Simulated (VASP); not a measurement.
Al3Cl: relaxation of the atoms with PBE

Al3Cl, a slab with vacuum:

```
Al Cl
1.0
     2.85676    0.00000    0.00000
    -1.42838    2.47403    0.00000
     0.00000    0.00000   20.10138
Al Cl
3 1
Direct
  0.66667 0.33333 0.19899
  0.33333 0.66667 0.31345
  0.00000 0.00000 0.42790
  0.50000 0.33333 0.51628
```

| Property | Result |
| --- | --- |
| Program | VASP 6.6.1 |
| Task | relaxation of the atoms |
| Functional | PBE |
| Potentials or basis | VASP PAW PBE potentials, release 64 (Al, Cl) |
| Cutoff | 520 eV |
| k mesh | 9 × 9 × 1 |
| Occupations | gaussian, width 0.1 eV |
| Spin | no spin polarisation |
| Dipole correction | yes |
| Atoms held fixed (from 0) | [0, 1, 2] |
| Further INCAR settings | ALGO = Normal; EDIFF = 1e-06; IBRION = 2; EDIFFG = -0.025; NSW = 36 |
| Atoms held along some axes (from 0) | atom 3 along a and b |

| Quantity | Value |
| --- | --- |
| Energy gained by relaxing | 3.6 meV/atom |
| Ionic steps | 3 |
| Band gap on the k mesh | zero (bands 8 and 9 overlap by 1.51 eV) |

The path:
| step | energy change (eV) | largest force on free atoms (eV/Å) | pressure (GPa) |
| --- | --- | --- | --- |
| 1 | 0.0000 | 0.6051 | 4.42 |
| 2 | -0.0122 | 0.2359 | 4.12 |
| 3 | -0.0145 | 0.0016 | 3.93 |

Final structure:
```yaml
crystal:
  lattice:
    - [2.85676, 0.00000, 0.00000]
    - [-1.42838, 2.47403, 0.00000]
    - [0.00000, 0.00000, 20.10138]
  atoms:
    - { symbol: Al, position: [0.66667, 0.33333, 0.19899] }
    - { symbol: Al, position: [0.33333, 0.66667, 0.31345] }
    - { symbol: Al, position: [0.00000, 0.00000, 0.42790] }
    - { symbol: Cl, position: [0.50000, 0.33333, 0.51873] }
```

Levels at points of the mesh, in eV from the Fermi level:
| k point | band 6 | band 7 | band 8 | band 9 | band 10 | band 11 |
| --- | --- | --- | --- | --- | --- | --- |
| (0.00, 0.00, 0.00) | -1.13 | -0.88 | -0.68 | 2.47 | 4.14 | 4.28 |

Run time: 3.1 min on 1 thread of AMD EPYC 7R13 Processor (Zen 3), on a shared host, peak memory 0.28 GiB.
